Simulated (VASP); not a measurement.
CsNdBr4, 6 atoms in the cell. It takes space group F-43m (No. 216, cubic). The conventional cell has a = 11.817 Å, b = 11.817 Å, c = 11.817 Å, α = 90.00°, β = 90.00°, γ = 90.00°. Nd (site symmetry -43m) has 4 Br at 2.74 Å within 3.6 Å. Br (site symmetry 3m) has 1 Nd at 2.74 Å within 3.6 Å. The cell was built from a structure type or drawn by symmetry, and may not be a known phase.

```yaml
Program: VASP 6.6.1
Task: relaxation of cell and atoms
Functional: PBE
Potentials_or_basis: VASP PAW PBE potentials, release 64 (Cs_sv, Nd, Br)
Cutoff: 600 eV
k_mesh: 4 × 4 × 4
Occupations: gaussian, width 0.02 eV
Spin: no spin polarisation
Dipole_correction: no
Further_INCAR_settings: ALGO = Normal; EDIFF = 1e-07; IBRION = 2; EDIFFG = -0.01; NSW = 100; ISIF = 3
```

Potentials or basis: VASP PAW PBE potentials, release 64 (Cs_sv, Nd, Br).

Run with:

```bash
$ cat potpaw_PBE.64/Cs_sv/POTCAR potpaw_PBE.64/Nd/POTCAR potpaw_PBE.64/Br/POTCAR > POTCAR
$ mpirun -np 1 vasp_std > vasp.out
```

Hardware: 1 thread of AMD EPYC 9R45 96-Core Processor (Zen 5), with other jobs on the host.

Task: How long does it take, and how much memory?

Result: Run time: 11 min on 1 thread of AMD EPYC 9R45 96-Core Processor (Zen 5) (shared host), peak memory 0.84 GiB. Counts: scf iterations 64, k points 8, ion steps 3.
